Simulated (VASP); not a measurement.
# Ru in VASP: single point with LDA

Aim: the single point of Ru with LDA.

Program: VASP 6.6.1. These are calculated values, not measurements. Logs are shortened: lines on timing, memory, paths and dates and some standing lists are left out, and cuts for length are marked.

### Step 1. The cell of the first run

The cell holds a slab with vacuum, 9 atoms: a = 4.631 Å, b = 4.631 Å, c = 21.226 Å, α = 90.00°, β = 90.00°, γ = 120.00°.

### Step 2. Single point, LDA

Input file INCAR:

```
SYSTEM = Ru
ALGO = Normal
DIPOL = 0.5 0.5 0.496
EDIFF = 1E-7
ENCUT = 520
GGA = CA
IDIPOL = 3
ISIF = 2
ISMEAR = 0
LASPH = .True.
LCHARG = .True.
LDIPOL = .True.
LELF = .True.
LREAL = .False.
LVACPOTAV = .True.
LVHAR = .True.
LWAVE = .False.
NBANDS = 73
NELM = 100
PREC = Accurate
SIGMA = 0.1
```

Input file KPOINTS:

```
k-points
0
Gamma
  6 6 1
  0 0 0
```

Input file POSCAR:

```
Ru
1.0
    4.6313056940      0.0000000000      0.0000000000
   -2.3156528470      4.0108283837      0.0000000000
    0.0000000000      0.0000000000     21.2264228674
Ru
9
Direct
    0.3333333333      0.3333333333      0.4004442978
    0.6666666667      0.0000000000      0.4004442978
    0.0000000000      0.6666666667      0.4004442978
    0.6666666667      0.6666666667      0.4964121994
    0.0000000000      0.3333333333      0.4964121994
    0.3333333333      0.0000000000      0.4964121994
    0.3333333333      0.3333333333      0.5923781121
    0.6666666667      0.0000000000      0.5923781121
    0.0000000000      0.6666666667      0.5923781121
```

Potentials or basis: VASP PAW LDA potentials, release 64 (Ru_pv).

Started as:

```console
$ cat potpaw_LDA.64/Ru_pv/POTCAR > POTCAR
$ mpirun -np 1 vasp_std > vasp.out
```

OUTCAR:

```text
SYSTEM = Ru
   EDIFF = 1E-7
   ENCUT = 520
   GGA = CA
   ISIF = 2
   ISMEAR = 0
   LASPH = .True.
   LREAL = .False.
   NELM = 100
   PREC = Accurate

 ion  position               nearest neighbor table
   1  0.333  0.333  0.400-   5 2.56   6 2.56   4 2.56   2 2.67   3 2.67   3 2.67   3 2.67   2 2.67
                             2 2.67
   2  0.667  0.000  0.400-   4 2.56   5 2.56   6 2.56   3 2.67   1 2.67   1 2.67   3 2.67   1 2.67
                             3 2.67
   3  0.000  0.667  0.400-   4 2.56   6 2.56   5 2.56   2 2.67   1 2.67   2 2.67   1 2.67   1 2.67
                             2 2.67
   4  0.667  0.667  0.496-   9 2.56   8 2.56   7 2.56   3 2.56   2 2.56   1 2.56   6 2.67   5 2.67
                             6 2.67   5 2.67   5 2.67   6 2.67
   5  0.000  0.333  0.496-   7 2.56   8 2.56   9 2.56   1 2.56   2 2.56   3 2.56   6 2.67   4 2.67
                             4 2.67   4 2.67   6 2.67   6 2.67
   6  0.333  0.000  0.496-   7 2.56   9 2.56   8 2.56   3 2.56   1 2.56   2 2.56   5 2.67   4 2.67
                             4 2.67   5 2.67   5 2.67   4 2.67
   7  0.333  0.333  0.592-   5 2.56   6 2.56   4 2.56   8 2.67   9 2.67   9 2.67   9 2.67   8 2.67
                             8 2.67
   8  0.667  0.000  0.592-   4 2.56   5 2.56   6 2.56   7 2.67   9 2.67   7 2.67   9 2.67   7 2.67
                             9 2.67
   9  0.000  0.667  0.592-   4 2.56   6 2.56   5 2.56   8 2.67   7 2.67   7 2.67   8 2.67   7 2.67
[... 8 lines left out ...]
 A1 = (   4.6313056940,   0.0000000000,   0.0000000000)
 A2 = (  -2.3156528470,   4.0108283837,   0.0000000000)
 A3 = (   0.0000000000,   0.0000000000,  21.2264228674)

Analysis of symmetry for initial positions (statically):
=====================================================================
 Subroutine PRICEL returns following result:

  LATTYP: Found a hexagonal cell.
 ALAT       =     2.6738855889
 C/A-ratio  =     7.9384185157

  Lattice vectors:

 A1 = (  -2.3156528465,  -1.3369427948,   0.0000000000)
 A2 = (   2.3156528468,  -1.3369427944,   0.0000000000)
 A3 = (   0.0000000000,   0.0000000000,  21.2264228674)

   3 primitive cells build up your supercell.

 Routine SETGRP: Setting up the symmetry group for a
 hexagonal supercell.

 Subroutine GETGRP returns: Found 12 space group operations
 (whereof  6 operations were pure point group operations)
 out of a pool of 24 trial point group operations.

The static configuration has the point symmetry C_3v.
 The point group associated with its full space group is D_3h.

Analysis of symmetry for dynamics (positions and initial velocities):
=====================================================================
[... 122 lines left out ...]
   EFERMI_NEDOS =   21; number of points for ismear=-14 and -15
   IALGO  =     38    algorithm
   IMIX   =      4    mixing-type and parameters
     AMIX     =   0.40;   BMIX     =  1.00
     AMIX_MAG =   1.60;   BMIX_MAG =  1.00
  volume/ion in A,a.u.               =      43.81       295.64
  Fermi-wavevector in a.u.,A,eV,Ry     =   1.119249  2.115075 17.044282  1.252719
  Thomas-Fermi vector in A             =   2.255887
   LORBIT       =      0    0 simple, 1 ext, 2 COOP (PROOUT), +10 PAW based schemes
   GGA     = CA    functional components
   LHFCALC =     F    Hartree Fock is set to
   AEXX    =    0.0000 exact exchange contribution
   IVDW    =     0    specifies the selected vdW correction
   LEPSILON=     F    determine dielectric tensor
   LRPA    =     F    only Hartree local field effects (RPA)
 non-spin polarized calculation
 Gauss-broadening in eV      SIGMA  =   0.10
  energy-cutoff  :      520.00
  volume of cell :      394.29
 maximum number of plane-waves:     10657
 NGX is ok and might be reduce to    36
   NGX = 17   NGY = 17   NGZ = 79

 dipolmoment           0.000000      0.000000      0.000341 electrons x Angstroem

 number of electron     125.9999966 magnetization

 dipolmoment           0.000000      0.000000     -0.000560 electrons x Angstroem

 Free energy of the ion-electron system (eV)
  ---------------------------------------------------
  ext. energy  EPLUGINS =         0.00000000
  ---------------------------------------------------
  free energy    TOTEN  =       -89.10341777 eV

  energy without entropy =      -89.06057183  energy(sigma->0) =      -89.08199480

 E-fermi :   0.3394     XC(G=0):  -5.3455

 val. band max:        0.3381745017   @ k =   0.3333   0.0000   0.0000
 cond. band min:       0.4250926079   @ k =   0.3333   0.1667   0.0000
 fundamental gap:      0.0869181062
 Fermi energy:         0.3393996070

 k-point     1 :       0.0000    0.0000    0.0000
  band No.  band energies     occupation
      1     -43.3620      2.00000
      2     -43.2317      2.00000
      3     -43.2317      2.00000
      4     -43.1520      2.00000
      5     -43.1520      2.00000
      6     -43.0925      2.00000
[... 521 lines left out ...]
     72       1.2643      0.00000
     73       1.4895      0.00000

------------------------ aborting loop because EDIFF is reached ----------------------------------------

  FORCE on cell =-STRESS in cart. coord.  units (eV):
  Direction    XX          YY          ZZ          XY          YZ          ZX
  --------------------------------------------------------------------------------------
  -------------------------------------------------------------------------------------
  Total       -8.4788408     -8.4788408      0.7096992      0.0000000      0.0000000      0.0000000
  in kB      -34.4534507    -34.4534507      2.8838360      0.0000000      0.0000000      0.0000000
  external PRESSURE =     -22.0076885 kB  Pullay stress =       0.0000000 kB

 VOLUME and BASIS-vectors are now :
 -----------------------------------------------------------------------------
  energy-cutoff  :      520.00
  volume of cell :      394.29
      direct lattice vectors                 reciprocal lattice vectors
     4.631305694  0.000000000  0.000000000     0.215921830  0.124662527  0.000000000
    -2.315652847  4.010828384  0.000000000     0.000000000  0.249325053  0.000000000
     0.000000000  0.000000000 21.226422867     0.000000000  0.000000000  0.047111094

 POSITION                                       TOTAL-FORCE (eV/Angst)
 -----------------------------------------------------------------------------------
      0.77188      1.33694      8.50000        -0.000000      0.000000     -0.066430
      3.08754      0.00000      8.50000        -0.000000     -0.000000     -0.066430
     -1.54377      2.67389      8.50000        -0.000000     -0.000000     -0.066430
      1.54377      2.67389     10.53706        -0.000000     -0.000000     -0.000000
     -0.77188      1.33694     10.53706         0.000000     -0.000000     -0.000000
      1.54377      0.00000     10.53706         0.000000      0.000000     -0.000000
      0.77188      1.33694     12.57407         0.000000     -0.000000      0.066430
      3.08754      0.00000     12.57407        -0.000000     -0.000000      0.066430
     -1.54377      2.67389     12.57407        -0.000000      0.000000      0.066430
 -----------------------------------------------------------------------------------
    total drift:                               -0.000000     -0.000000     -0.163365

  FREE ENERGIE OF THE ION-ELECTRON SYSTEM (eV)
  ---------------------------------------------------
  free  energy   TOTEN  =       -89.1034177659 eV

  energy  without entropy=      -89.0605718296  energy(sigma->0) =      -89.08199480

 vacuum level on the upper side and lower side of the slab         5.684         5.689
```

OSZICAR:

```text
N       E                     dE             d eps       ncg     rms          rms(c)
DAV:   1     0.125252503172E+04    0.12525E+04   -0.78297E+04  1366   0.158E+03
DAV:   2    -0.448323116800E+02   -0.12974E+04   -0.12583E+04  1086   0.463E+02
DAV:   3    -0.940376325001E+02   -0.49205E+02   -0.47119E+02  1427   0.791E+01
[... 17 lines left out ...]
DAV:  21    -0.891034120493E+02   -0.66358E-05   -0.17799E-07   724   0.775E-04    0.484E-04
DAV:  22    -0.891034161405E+02   -0.40912E-05   -0.14222E-07   738   0.734E-04    0.120E-04
DAV:  23    -0.891034174361E+02   -0.12956E-05   -0.65320E-08   692   0.379E-04    0.850E-05
DAV:  24    -0.891034177469E+02   -0.31086E-06   -0.19315E-08   666   0.210E-04    0.416E-05
DAV:  25    -0.891034177659E+02   -0.19001E-07   -0.15293E-09   625   0.925E-05
   1 F= -.89103418E+02 E0= -.89081995E+02  d E =-.428459E-01
```

Run time: 6.7 min. Hardware: 1 thread of Intel Xeon Platinum 8259CL at 2.50GHz (Skylake/Cascade Lake), shared host; peak memory 0.42 GiB.

What came out:

- Free energy: -89.1034 eV
- Largest force: 0.066 eV/Å
- Band gap on the k mesh: zero (bands 63 and 64 overlap by 0.34 eV)

Forces in eV/Å, atoms in the order of the input:
```
Ru   0.000  0.000 -0.066
Ru   0.000  0.000 -0.066
Ru   0.000  0.000 -0.066
Ru   0.000  0.000  0.000
Ru   0.000  0.000  0.000
Ru   0.000  0.000  0.000
Ru   0.000  0.000  0.066
Ru   0.000  0.000  0.066
Ru   0.000  0.000  0.066
```
